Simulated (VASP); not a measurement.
# AgCl (Pm-3m) in VASP: notebook

AgCl is run at these levels: PBE, revPBE+D3(BJ); tasks: single point, relaxation of the atoms.

Program: VASP 6.6.1. These are calculated values, not measurements. Logs are shortened: lines on timing, memory, paths and dates and some standing lists are left out, and cuts for length are marked.

## (1) The cell of the first run

The structure is cubic, space group Pm-3m (No. 221). Conventional cell: a = 3.434 Å, b = 3.434 Å, c = 3.434 Å, α = 90.00°, β = 90.00°, γ = 90.00°. Ag (site symmetry m-3m) has 8 Cl at 2.97 Å and 6 Ag at 3.43 Å within 3.9 Å. Within 3.9 Å of Cl (site symmetry m-3m) lie 8 Ag at 2.97 Å and 6 Cl at 3.43 Å.

## (2) Single point, PBE

File INCAR:

```
PREC = Accurate
ENCUT = 500
EDIFF = 1E-6
ISMEAR = 1
SIGMA = 0.046
LREAL = False
LASPH = True
NELM = 120
ALGO = Normal
ISIF = 2
LWAVE = False
LCHARG = False
GGA = PE
NBANDS = 16
GGA_COMPAT = False
```

File KPOINTS:

```
Automatic mesh
0
Gamma
  8 8 8
```

File POSCAR:

```
AgCl
1.0
    3.4339730000      0.0000000000      0.0000000000
    0.0000000000      3.4339730000      0.0000000000
    0.0000000000      0.0000000000      3.4339730000
Ag Cl
1 1
Direct
    0.0000000000      0.0000000000      0.0000000000
    0.5000000000      0.5000000000      0.5000000000
```

Potentials or basis: VASP PAW PBE potentials, release 64 (Ag, Cl).

On the command line:

```sh
cat potpaw_PBE.64/Ag/POTCAR potpaw_PBE.64/Cl/POTCAR > POTCAR
mpirun -np 1 vasp_std > vasp.out
```

OUTCAR:

```text
PREC = Accurate
   ENCUT = 500
   EDIFF = 1E-6
   ISMEAR = 1
   LREAL = False
   LASPH = True
   NELM = 120
   ISIF = 2
   GGA = PE

 ion  position               nearest neighbor table
   1  0.000  0.000  0.000-   2 2.97   2 2.97   2 2.97   2 2.97   2 2.97   2 2.97   2 2.97   2 2.97

   2  0.500  0.500  0.500-   1 2.97   1 2.97   1 2.97   1 2.97   1 2.97   1 2.97   1 2.97   1 2.97

  LATTYP: Found a simple cubic cell.
 ALAT       =     3.4339730000

  Lattice vectors:

 A1 = (   3.4339730000,   0.0000000000,   0.0000000000)
 A2 = (   0.0000000000,   3.4339730000,   0.0000000000)
 A3 = (   0.0000000000,   0.0000000000,   3.4339730000)

Analysis of symmetry for initial positions (statically):
=====================================================================
 Subroutine PRICEL returns:
 Original cell was already a primitive cell.

 Routine SETGRP: Setting up the symmetry group for a
 simple cubic supercell.

 Subroutine GETGRP returns: Found 48 space group operations
 (whereof 48 operations were pure point group operations)
 out of a pool of 48 trial point group operations.

The static configuration has the point symmetry O_h .

Analysis of symmetry for dynamics (positions and initial velocities):
=====================================================================
 Subroutine PRICEL returns:
 Original cell was already a primitive cell.

 Routine SETGRP: Setting up the symmetry group for a
 simple cubic supercell.

 Subroutine GETGRP returns: Found 48 space group operations
 (whereof 48 operations were pure point group operations)
 out of a pool of 48 trial point group operations.

The dynamic configuration has the point symmetry O_h .

 Subroutine INISYM returns: Found 48 space group operations
 (whereof 48 operations are pure point group operations),
 and found     1 'primitive' translations

----------------------------------------------------------------------------------------

                                     Primitive cell

  volume of cell :      40.4940

  direct lattice vectors                    reciprocal lattice vectors
     3.433973000  0.000000000  0.000000000     0.291207881  0.000000000  0.000000000
     0.000000000  3.433973000  0.000000000     0.000000000  0.291207881  0.000000000
     0.000000000  0.000000000  3.433973000     0.000000000  0.000000000  0.291207881

  length of vectors
     3.433973000  3.433973000  3.433973000     0.291207881  0.291207881  0.291207881

  position of ions in fractional coordinates (direct lattice)
     0.000000000  0.000000000  0.000000000
     0.500000000  0.500000000  0.500000000

  ion indices of the primitive-cell ions
   primitive index   ion index
                 1           1
                 2           2

----------------------------------------------------------------------------------------

 KPOINTS: Automatic mesh

Automatic generation of k-mesh.
 Grid dimensions read from file:
 generate k-points for:    8    8    8

 Generating k-lattice:

  Cartesian coordinates                     Fractional coordinates (reciprocal lattice)
     0.036400985  0.000000000  0.000000000     0.125000000  0.000000000  0.000000000
     0.000000000  0.036400985  0.000000000     0.000000000  0.125000000  0.000000000
     0.000000000  0.000000000  0.036400985     0.000000000  0.000000000  0.125000000

  Length of vectors
     0.036400985  0.036400985  0.036400985

  Shift w.r.t. Gamma in fractional coordinates (k-lattice)
     0.000000000  0.000000000  0.000000000

 Subroutine IBZKPT returns following result:
 ===========================================

 Found     35 irreducible k-points:

 Following reciprocal coordinates:
            Coordinates               Weight
  0.000000  0.000000  0.000000      1.000000
  0.125000  0.000000  0.000000      6.000000
  0.250000  0.000000  0.000000      6.000000
  0.375000  0.000000  0.000000      6.000000
  0.500000  0.000000  0.000000      3.000000
  0.125000  0.125000  0.000000     12.000000
[... 16 lines left out ...]
  0.375000  0.375000  0.125000     24.000000
  0.500000  0.375000  0.125000     24.000000
 [... further k-points ...]
   k-points           NKPTS =     35   k-points in BZ     NKDIM =     35   number of bands    NBANDS=     16
   number of dos      NEDOS =    301   number of ions     NIONS =      2
   total plane-waves  NPLWV =  21952
   dimension x,y,z NGX =    28 NGY =   28 NGZ =   28
   dimension x,y,z NGXF=    56 NGYF=   56 NGZF=   56
   ions per type =               1   1
   NGX,Y,Z   is equivalent  to a cutoff of  13.56, 13.56, 13.56 a.u.
   NGXF,Y,Z  is equivalent  to a cutoff of  27.11, 27.11, 27.11 a.u.
 SYSTEM =  unknown system
   PREC   = accura    normal or accurate (medium, high low for compatibility)
   ISTART =      0    job   : 0-new  1-cont  2-samecut
   ICHARG =      2    charge: 1-file 2-atom 10-const
   ISPIN  =      1    spin polarized calculation?
   LNONCOLLINEAR =      F non collinear calculations
   LSORBIT =      F    spin-orbit coupling
   LASPH  =      T    aspherical Exc in radial PAW
   ENCUT  =  500.0 eV  36.75 Ry    6.06 a.u.   6.26  6.26  6.26*2*pi/ulx,y,z
   NELM   =    120;   NELMIN=  2; NELMDL= -5     # of ELM steps
   EDIFF  = 0.1E-05   stopping-criterion for ELM
   LREAL  =      F    real-space projection
   EDIFFG = 0.1E-04   stopping-criterion for IOM
   NSW    =      0    number of steps for IOM
   IBRION =     -1    ionic relax: 0-MD 1-quasi-New 2-CG
   NFREE  =      0    steps in history (QN), initial steepest desc. (CG)
   ISIF   =      2    stress and relaxation
   ISYM   =      2    0-nonsym 1-usesym 2-fastsym
   POTIM  = 0.5000    time-step for ionic-motion
   TEBEG  =    0.0;   TEEND  =   0.0 temperature during run
   PSTRESS=    0.0 pullay stress
   NELECT =      18.0000    total number of electrons
   NUPDOWN=      -1.0000    fix difference up-down
   EMIN   =  10.00;   EMAX   =-10.00  energy-range for DOS
   EFERMI =   0.00;   METHOD = LEGACY
   ISMEAR =     1;   SIGMA  =   0.05  broadening in eV -4-tet -1-fermi 0-gaus
   EFERMI_NEDOS =   21; number of points for ismear=-14 and -15
   IALGO  =     38    algorithm
   IMIX   =      4    mixing-type and parameters
     AMIX     =   0.40;   BMIX     =  1.00
     AMIX_MAG =   1.60;   BMIX_MAG =  1.00
  volume/ion in A,a.u.               =      20.25       136.63
  Fermi-wavevector in a.u.,A,eV,Ry     =   1.249402  2.361027 21.238760  1.561005
  Thomas-Fermi vector in A             =   2.383444
   LORBIT       =      0    0 simple, 1 ext, 2 COOP (PROOUT), +10 PAW based schemes
   GGA     = PE    functional components
   LHFCALC =     F    Hartree Fock is set to
   AEXX    =    0.0000 exact exchange contribution
   IVDW    =     0    specifies the selected vdW correction
   LEPSILON=     F    determine dielectric tensor
   LRPA    =     F    only Hartree local field effects (RPA)
 non-spin polarized calculation
 Methfessel and Paxton  Order N= 1 SIGMA  =   0.05
  energy-cutoff  :      500.00
  volume of cell :       40.49
 maximum number of plane-waves:      1064
 NGX is ok and might be reduce to    28
   NGX = 13   NGY = 13   NGZ = 13

 number of electron      18.0000002 magnetization

 Free energy of the ion-electron system (eV)
  ---------------------------------------------------
  ext. energy  EPLUGINS =         0.00000000
  ---------------------------------------------------
  free energy    TOTEN  =        -5.12203916 eV

  energy without entropy =       -5.12208305  energy(sigma->0) =       -5.12205379

 E-fermi :   3.9223     XC(G=0): -10.3847

 val. band max:        3.8849998731   @ k =   0.5000   0.0000   0.0000
 cond. band min:       4.4589760303   @ k =   0.0000   0.0000   0.0000
 fundamental gap:      0.5739761572
 Fermi energy:         3.9223489762

 k-point     1 :       0.0000    0.0000    0.0000
  band No.  band energies     occupation
      1     -10.6840      2.00000
      2       1.1707      2.00000
      3       1.1707      2.00000
      4       2.1078      2.00000
      5       2.1078      2.00000
      6       2.1078      2.00000
[... 8 lines left out ...]
     15      17.5441      0.00000
     16      20.2785      0.00000

 k-point     2 :       0.1250    0.0000    0.0000
  band No.  band energies     occupation
      1     -10.6219      2.00000
      2       0.9570      2.00000
      3       1.1914      2.00000
      4       1.7409      2.00000
      5       1.7409      2.00000
      6       1.9558      2.00000
[... 8 lines left out ...]
     15      17.1737      0.00000
     16      20.2183      0.00000

 k-point     3 :       0.2500    0.0000    0.0000
  band No.  band energies     occupation
      1     -10.4644      2.00000
      2       0.0335      2.00000
      3       1.2421      2.00000
      4       1.3654      2.00000
      5       1.3654      2.00000
      6       2.0225      2.00000
[... 8 lines left out ...]
     15      17.6769      0.00000
     16      20.0746      0.00000

 k-point     4 :       0.3750    0.0000    0.0000
  band No.  band energies     occupation
      1     -10.2947      2.00000
      2      -0.8011      2.00000
      3       1.1221      2.00000
      4       1.1221      2.00000
      5       1.2937      2.00000
      6       2.1505      2.00000
[... 8 lines left out ...]
     15      19.7779      0.00000
     16      19.9333      0.00000
[... 324 lines left out ...]
 k-point    22 :       0.5000    0.2500    0.1250
  band No.  band energies     occupation
      1     -10.0307      2.00000
      2      -0.4706      2.00000
      3       0.5551      2.00000
      4       1.5625      2.00000
      5       1.5807      2.00000
      6       1.9546      2.00000
[... 8 lines left out ...]
     15      17.7906      0.00000
     16      20.5817      0.00000

 k-point    23 :       0.3750    0.3750    0.1250
  band No.  band energies     occupation
      1      -9.9711      2.00000
      2       0.0039      2.00000
      3       0.2946      2.00000
      4       1.3824      2.00000
      5       1.6874      2.00000
      6       1.8653      2.00000
[... 8 lines left out ...]
     15      18.0659      0.00000
     16      19.6741      0.00000

 k-point    24 :       0.5000    0.3750    0.1250
  band No.  band energies     occupation
      1      -9.9195      2.00000
      2      -0.0492      2.00000
      3       0.2859      2.00000
      4       1.4945      2.00000
      5       1.5774      2.00000
      6       1.9406      2.00000
[... 8 lines left out ...]
     15      18.1438      0.00000
     16      19.1265      0.00000

 [... further k-points ...]

------------------------ aborting loop because EDIFF is reached ----------------------------------------

  FORCE on cell =-STRESS in cart. coord.  units (eV):
  Direction    XX          YY          ZZ          XY          YZ          ZX
  --------------------------------------------------------------------------------------
  -------------------------------------------------------------------------------------
  Total       -0.0619873     -0.0619873     -0.0619873     -0.0000000     -0.0000000      0.0000000
  in kB       -2.4525765     -2.4525765     -2.4525765     -0.0000000     -0.0000000      0.0000000
  external PRESSURE =      -2.4525765 kB  Pullay stress =       0.0000000 kB

 VOLUME and BASIS-vectors are now :
 -----------------------------------------------------------------------------
  energy-cutoff  :      500.00
  volume of cell :       40.49
      direct lattice vectors                 reciprocal lattice vectors
     3.433973000  0.000000000  0.000000000     0.291207881  0.000000000  0.000000000
     0.000000000  3.433973000  0.000000000     0.000000000  0.291207881  0.000000000
     0.000000000  0.000000000  3.433973000     0.000000000  0.000000000  0.291207881

 POSITION                                       TOTAL-FORCE (eV/Angst)
 -----------------------------------------------------------------------------------
      0.00000      0.00000      0.00000         0.000000      0.000000      0.000000
      1.71699      1.71699      1.71699         0.000000      0.000000      0.000000
 -----------------------------------------------------------------------------------
    total drift:                               -0.000000      0.000000      0.000000

  FREE ENERGIE OF THE ION-ELECTRON SYSTEM (eV)
  ---------------------------------------------------
  free  energy   TOTEN  =        -5.1220391581 eV

  energy  without entropy=       -5.1220830455  energy(sigma->0) =       -5.12205379
```

Wall time 18 s (1 thread of Intel Xeon Platinum 8488C (Sapphire Rapids), shared host); peak memory 0.16 GiB.

What came out:

```yaml
Free_energy: -5.1220 eV
Pressure: -0.2 GPa
Band_gap_on_the_k_mesh: 0.57 eV, indirect (least direct gap 2.08 eV)
```

Levels at points of the mesh, in eV from the valence-band top:
| k point | band 6 | band 7 | band 8 | band 9 | band 10 | band 11 | band 12 | band 13 |
| --- | --- | --- | --- | --- | --- | --- | --- | --- |
| (0.00, 0.00, 0.00) | -1.78 | -1.50 | -1.50 | -1.50 | 0.57 | 9.44 | 9.44 | 13.66 |
| (0.50, 0.00, 0.00) | -1.73 | -1.42 | 0.00 | 0.00 | 4.91 | 5.51 | 9.43 | 10.03 |
| (0.50, 0.50, 0.00) | -2.06 | -2.06 | -1.48 | -0.88 | 2.81 | 8.93 | 8.93 | 10.62 |
| (0.50, 0.50, 0.50) | -1.46 | -0.17 | -0.17 | -0.17 | 4.80 | 4.80 | 4.80 | 6.76 |

A k mesh can miss the band edges. A hybrid or GW would open this gap; PBE tends to underestimate it.

## (3) Single point, revPBE+D3(BJ)

File INCAR:

```
SYSTEM = AgCl
PREC = Accurate
ENCUT = 500
EDIFF = 1E-6
ISMEAR = 0
SIGMA = 0.01
LREAL = .False.
LASPH = .True.
NELM = 120
ALGO = Normal
ISIF = 2
LWAVE = .False.
LCHARG = .False.
GGA = RE
IVDW = 12
NBANDS = 16
GGA_COMPAT = .False.
```

File KPOINTS:

```
regular mesh
0
Gamma
  8 8 8
  0 0 0
```

POSCAR is that of step 2.

Potentials or basis: VASP PAW PBE potentials, release 64 (Ag, Cl).

On the command line:

```sh
cat potpaw_PBE.64/Ag/POTCAR potpaw_PBE.64/Cl/POTCAR > POTCAR
mpirun -np 1 vasp_std > vasp.out
```

Run time: 22 s. Hardware: 1 thread of Intel Xeon Platinum 8488C (Sapphire Rapids), shared host; peak memory 0.17 GiB.

The run converged. Its results:

```yaml
Free_energy: -5.8615 eV
Pressure: -3.0 GPa
Band_gap_on_the_k_mesh: 0.69 eV, indirect (least direct gap 2.18 eV)
Dispersion_energy_per_atom: -0.690 eV
```

Levels at points of the mesh, in eV from the valence-band top:
```
           k point  band 6  band 7  band 8  band 9  band 10  band 11  band 12  band 13
(0.00, 0.00, 0.00)   -1.76   -1.49   -1.49   -1.49     0.69     9.49     9.49    13.78
(0.50, 0.00, 0.00)   -1.71   -1.40    0.00    0.00     5.03     5.59     9.48    10.10
(0.50, 0.50, 0.00)   -2.04   -2.04   -1.47   -0.88     2.90     9.04     9.04    10.68
(0.50, 0.50, 0.50)   -1.45   -0.17   -0.17   -0.17     4.91     4.91     4.91     6.87
```

Caveat: three body term missing; the PAW data sets were made with another functional, which shifts forces and pressure a little. A k mesh can miss the band edges.

(Part 1 of 2 ends here.)
